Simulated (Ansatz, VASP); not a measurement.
Sb2Au: VASP beside Ansatz

```
CELL_PARAMETERS angstrom
0.00000 3.39327 3.39327
3.39327 0.00000 3.39327
3.39327 3.39327 0.00000
ATOMIC_POSITIONS crystal
Sb 0.25000 0.25000 0.25000
Sb 0.75000 0.75000 0.75000
Au 0.00000 0.00000 0.00000
```

Change from the starting cell: volume scaled by 1.06, PAW files.

Alike in both runs: task electric field gradients; functional LDA; k mesh 9 × 9 × 9; occupations fermi-dirac, width 0.08 eV; no spin polarisation.

```csv
,VASP,Ansatz
version,VASP 6.6.1,Ansatz 0.2.0
potentials or method,"VASP PAW LDA potentials, release 64 (Sb, Au)","PAW with Ansatz's default frozen-core files, scalar-relativistic"
plane-wave cutoff (eV),520,420
valence electrons in the cell,21,49
```

VASP gave:

* pressure (GPa): -2.2

Problem. Which values does Ansatz return?

Solution. Pressure (GPa): -2.3.

LDA's correlation is that of Perdew and Zunger in VASP and of Perdew and Wang (1992) in Ansatz. VASP's potentials hold 21 valence electrons a cell and Ansatz's 49, so a difference there can come from the potentials and not from the codes.

Spin-orbit coupling is off throughout.
